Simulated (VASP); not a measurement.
Runs of VASP 6.6.1 on GaP. The structure is that of space group F-43m (No. 216), or close to it. The cells are those of the table. 

```tsv
cell	gap on the mesh (eV)	pressure (GPa)
a = 3.912, b = 3.854 Å, angles 60.5, 59.0, 60.5°, 2 atoms	1.79	-2.5
a = 3.825, b = 3.854 Å, angles 59.8, 60.5, 59.8°, 2 atoms	(b)	1.4
a = 3.942, b = 3.854 Å, angles 60.7, 58.5, 60.7°, 2 atoms	1.74	-3.6
a = 3.957, b = 3.854 Å, angles 60.9, 58.3, 60.9°, 2 atoms	1.71	-4.1
a = 3.971, b = 3.854 Å, angles 61.0, 58.1, 61.0°, 2 atoms	1.66	-4.6
a = 3.883, b = 3.854 Å, angles 60.2, 59.5, 60.2°, 2 atoms	1.85	-1.3
a = 3.797, b = 3.854 Å, angles 59.5, 61.0, 59.5°, 2 atoms	1.54	(a)
```

Alike in all rows: task single point; level r2SCAN; potentials or basis VASP PAW PBE potentials, release 64 (Ga_d, P); no spin polarisation; k mesh 8 × 8 × 8; cutoff (eV) 520; smearing gaussian 0.05 eV.

**Question.** Fill in the values left out.

**Answer.** (a) 2.8; (b) 1.72.

Caveats: the PAW data sets were made with another functional, which shifts forces and pressure a little; the cell stands under tension (at least some runs).

A k mesh can miss the band edges, and the runs leave out spin-orbit coupling on Ga.
